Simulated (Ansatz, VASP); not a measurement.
**CdTe: VASP beside Ansatz**

```
Cd Te
1.0
     0.00000    3.40795    3.20943
     3.40795    0.00000    3.20943
     3.40795    3.40795    0.00000
Cd Te
1 1
Direct
  0.00000 0.00000 0.00000
  0.75000 0.75000 0.75000
```

Change from the starting cell: strain +0.030 along x and y, -0.030 along z, atoms carried along.

Alike in both runs: task single point; functional PBE; k mesh 10 × 10 × 10; occupations gaussian, width 0.05 eV; no spin polarisation.

```csv
,VASP,Ansatz
version,VASP 6.6.1,Ansatz 0.2.0
potentials or method,"VASP PAW PBE potentials, release 64 (Cd, Te), cutoff 520 eV","scalar-relativistic, plane waves, PAW"
valence electrons in the cell,18,36
```

VASP gave:

* gap on the k mesh at the Fermi level (eV): 0.38
* least direct gap on the mesh (eV): 0.38
* pressure (GPa): -0.9
* traceless stress, the component that is largest in VASP (GPa): 0.61

Estimate Ansatz's values.

gap on the k mesh at the Fermi level (eV): 0.39; least direct gap on the mesh (eV): 0.39; pressure (GPa): -1.0; traceless stress, the component that is largest in VASP (GPa): 0.62.

The functional is the same, so the differences come from potentials, cutoffs and numerics. VASP's potentials hold 18 valence electrons a cell and Ansatz's 36, so a difference there can come from the potentials and not from the codes.

Neither program's run includes spin-orbit coupling.
